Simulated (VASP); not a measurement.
**CdSe: single point with r2SCAN**

Crystal: CdSe.

```xyz
2
Lattice="0.0000 2.8351 2.8351 2.8351 0.0000 2.8351 2.8351 2.8351 0.0000" Properties=species:S:1:pos:R:3 pbc="T T T"
Cd    0.0000    0.0000    0.0000
Se    2.8351    2.8351    2.8351
```

```yaml
Program: VASP 6.6.1
Task: single point
Functional: r2SCAN
Potentials_or_basis: VASP PAW PBE potentials, release 64 (Cd, Se)
Cutoff: 550 eV
k_mesh: 5 × 5 × 5
Occupations: gaussian, width 0.01 eV
Spin: no spin polarisation
Dipole_correction: no
Further_INCAR_settings: ALGO = Normal; EDIFF = 1e-06; NBANDS = 16
```

```
Pressure               : 1.1 GPa
Band gap on the k mesh : 0.51 eV, indirect (least direct gap 1.53 eV)
```

Levels at points of the mesh, in eV from the valence-band top:
| k point | band 7 | band 8 | band 9 | band 10 | band 11 | band 12 |
| --- | --- | --- | --- | --- | --- | --- |
| (0.00, 0.00, 0.00) | -0.67 | -0.67 | -0.67 | 0.86 | 9.19 | 9.19 |

It took 18 s on 1 thread of Intel(R) Xeon(R) 6975P-C (Granite Rapids) (shared host), peak memory 0.18 GiB.

Caveat: the PAW data sets were made with another functional, which shifts forces and pressure a little. r2SCAN opens gaps a little over a GGA but as a rule still falls short of measured ones.
